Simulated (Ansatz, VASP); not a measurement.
# Two plane-wave programs on Pt

The input INCAR:

```
PREC = Accurate ; ENCUT = 600
EDIFF = 1E-6 ; ISMEAR = 0
SIGMA = 0.1 ; LREAL = F
LASPH = T ; NELM = 100
ALGO = Normal ; ISIF = 3
LWAVE = F ; LCHARG = F
GGA = PE ; IBRION = 2
NSW = 90 ; EDIFFG = -0.04
```

The input KPOINTS:

```
Automatic mesh
0
Gamma
  6 6 6
```

File POSCAR:

```
Pt
1.0
    4.7001077127      0.0000000000      0.0000000000
   -2.3500538564      4.0704126797      0.0000000000
    0.0000000000      0.0000000000      2.8813703804
Pt
3
Direct
    0.0000000000      0.0000000000      0.0000000000
    0.3333333333      0.6666666667      0.5000000000
    0.6666666667      0.3333333333      0.5000000000
```

Input for Ansatz:

```yaml
crystal:
  lattice:
    - [4.7001077127, 0.0, 0.0]
    - [-2.3500538564, 4.0704126797, 0.0]
    - [0.0, 0.0, 2.8813703804]
  atoms:
    - { symbol: Pt, position: [0.0, 0.0, 0.0] }
    - { symbol: Pt, position: [0.3333333333, 0.6666666667, 0.5] }
    - { symbol: Pt, position: [0.6666666667, 0.3333333333, 0.5] }
basis:
  ecutwfc: 420
kpoints:
  mp_grid: { grid: [6, 6, 6] }
hamiltonian:
  xc: pbe
scf:
  occupations: { method: gaussian, width: 0.1 }
  lower_state_search: "off"
output:
  forces: true
  stress: true
  eigenvalues: true
relax:
  adjacent_minimum: "off"
  f_tol: 0.04
  max_steps: 70
  cell: { stress_tol: 0.4 }
```

Alike in both runs: task relaxation of cell and atoms; functional PBE; k mesh 6 × 6 × 6; occupations gaussian, width 0.1 eV; no spin polarisation.

```csv
,VASP,Ansatz
version,VASP 6.6.1,Ansatz 0.2.0
potentials or method,"VASP PAW PBE potentials, release 64 (Pt), cutoff 600 eV","scalar-relativistic, plane waves, PAW"
valence electrons in the cell,30,54
```

Ansatz gave:

```
gap on the k mesh at the Fermi level, each at its own relaxed structure (eV) : none
relaxed volume (Å³/atom)                                                     : 16.03
relaxed cell length with the largest relative difference (Å)                 : 4.519
```

Question: Estimate VASP's values.

Answer: gap on the k mesh at the Fermi level, each at its own relaxed structure (eV): none; relaxed volume (Å³/atom): 16.00; relaxed cell length with the largest relative difference (Å): 4.516.

A gap of «none» marks a metal or a gap that the smearing closes. VASP's potentials hold 30 valence electrons a cell and Ansatz's 54, so a difference there can come from the potentials and not from the codes.

The k mesh is coarse, so the values compare programs but aren't converged. Neither program's run includes spin-orbit coupling.
